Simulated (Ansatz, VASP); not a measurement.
Mo: VASP beside Ansatz

```
Mo
1.0
     0.00000   -6.32120    6.32120
     6.32120   -6.32120    0.00000
     6.32120    0.00000    6.32120
Mo
31
Direct
  0.50000 0.50000 0.00000
  0.12447 0.62447 0.12447
  0.62659 0.62447 0.12447
  0.25000 0.75000 0.25000
  0.75249 0.74751 0.24751
  0.37543 0.87543 0.37543
  0.87370 0.87543 0.37543
  0.00000 0.00000 0.00000
  0.50000 0.00000 0.00000
  0.12447 0.12659 0.12447
  0.62457 0.12457 0.12630
  0.24751 0.25249 0.24751
  0.75249 0.25249 0.24751
  0.37543 0.37370 0.37543
  0.00000 0.50000 0.50000
  0.87553 0.37553 0.37341
  0.50000 0.50000 0.50000
  0.12447 0.62447 0.62659
  0.62457 0.62630 0.62457
  0.24751 0.74751 0.75249
  0.75249 0.74751 0.75249
  0.37543 0.87543 0.87370
  0.87553 0.87341 0.87553
  0.00000 0.00000 0.50000
  0.50000 0.00000 0.50000
  0.12630 0.12457 0.62457
  0.62457 0.12457 0.62457
  0.24751 0.25249 0.75249
  0.75000 0.25000 0.75000
  0.37341 0.37553 0.87553
  0.87553 0.37553 0.87553
```

Change from the starting cell: Mo vacancy (site a), charge +0, atoms relaxed at the host's cell.

Alike in both runs: functional PBE; k mesh 4 × 4 × 4; occupations gaussian, width 0.1 eV; no spin polarisation.

Ansatz relaxed the structure, and its values are those at the end. VASP's run is a single point on that final structure, the one shown.

|  | VASP | Ansatz |
| --- | --- | --- |
| version | VASP 6.6.1 | Ansatz 0.2.0 |
| potentials or method | VASP PAW PBE potentials, release 64 (Mo_sv), cutoff 520 eV | scalar-relativistic, plane waves, PAW |
| valence electrons in the cell | 434 | 434 |

```csv
,VASP,Ansatz,Ansatz less VASP
gap on the k mesh at the Fermi level (eV),none,none,-
rms of the force components (eV/Å),0.008,0.006,-0.0022
```

A gap of «none» marks a metal or a gap that the smearing closes. With one functional, cell and mesh, what is left measures potentials, basis and numerics.
